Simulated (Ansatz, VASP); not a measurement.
# SnO in VASP and in Ansatz

```
Sn O
1.0
     3.81370    0.00000    0.00000
     0.00000    3.81370    0.00000
     0.00000    0.00000    4.88691
Sn O
2 2
Direct
  0.50000 0.00000 0.76463
  0.00000 0.50000 0.23537
  0.00000 0.00000 0.00000
  0.50000 0.50000 0.00000
```

Alike in both runs: task relaxation of cell and atoms; functional revPBE; dispersion D4; k mesh 7 × 7 × 6; occupations fermi-dirac, width 0.05 eV; no spin polarisation.

```csv
,VASP,Ansatz
version,VASP 6.6.1,Ansatz 0.2.0
potentials or method,"VASP PAW PBE potentials, release 64 (Sn_d, O)",Ansatz PAW
plane-wave cutoff (eV),600,420
valence electrons in the cell,40,40
```

Ansatz gave:

* relaxed volume (Å³/atom): 17.22
* relaxed cell length with the largest relative difference (Å): 4.677

Q: Estimate VASP's values.

A: Relaxed volume (Å³/atom): 17.11; relaxed cell length with the largest relative difference (Å): 4.654.

VASP's potentials were made for PBE, not for revPBE.

Noted on Ansatz's run: the plane-wave basis is chosen anew once the cell has moved, so the energies of steps on either side of that aren't comparable.
